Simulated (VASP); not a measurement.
## H2: relaxation of the atoms with LDA

The system is H2, in a box.

```xyz
2
Lattice="12.0000 0.0000 0.0000 0.0000 12.3000 0.0000 0.0000 0.0000 12.6000" Properties=species:S:1:pos:R:3 pbc="T T T"
H     6.0000    6.1500    5.9250
H     6.0000    6.1500    6.6750
```

```yaml
Program: VASP 6.6.1
Task: relaxation of the atoms
Functional: LDA
Potentials_or_basis: VASP PAW LDA potentials, release 64 (H)
Cutoff: 520 eV
k_mesh: 1 × 1 × 1
Occupations: fermi-dirac, width 0.01 eV
Spin: no spin polarisation
Dipole_correction: no
Further_INCAR_settings: ALGO = Normal; EDIFF = 1e-06; IBRION = 2; EDIFFG = -0.01; NSW = 80
```

* Energy gained by relaxing: 2.1 meV/atom
* Ionic steps: 3
* Gap between the frontier levels: 10.04 eV

Step by step:
| step | energy change (eV) | largest force (eV/Å) | pressure (GPa) |
| --- | --- | --- | --- |
| 1 | 0.0000 | 0.5331 | 0.01 |
| 2 | 0.0149 | 1.0297 | -0.03 |
| 3 | -0.0041 | 0.0011 | 0.00 |

Final structure:
```
H
1.0
    12.00000    0.00000    0.00000
     0.00000   12.30000    0.00000
     0.00000    0.00000   12.60000
H
2
Direct
  0.50000 0.50000 0.46961
  0.50000 0.50000 0.53039
```

Levels at points of the mesh, in eV from the valence-band top:
```csv
k point,band 1,band 2,band 3,band 4,band 5
"(0.00, 0.00, 0.00)",0.00,10.04,10.38,10.85,10.89
```

Run time: 2.4 min on 1 thread of Intel(R) Xeon(R) Platinum 8259CL CPU @ 2.50GHz (Skylake/Cascade Lake), on a shared host, peak memory 0.87 GiB.
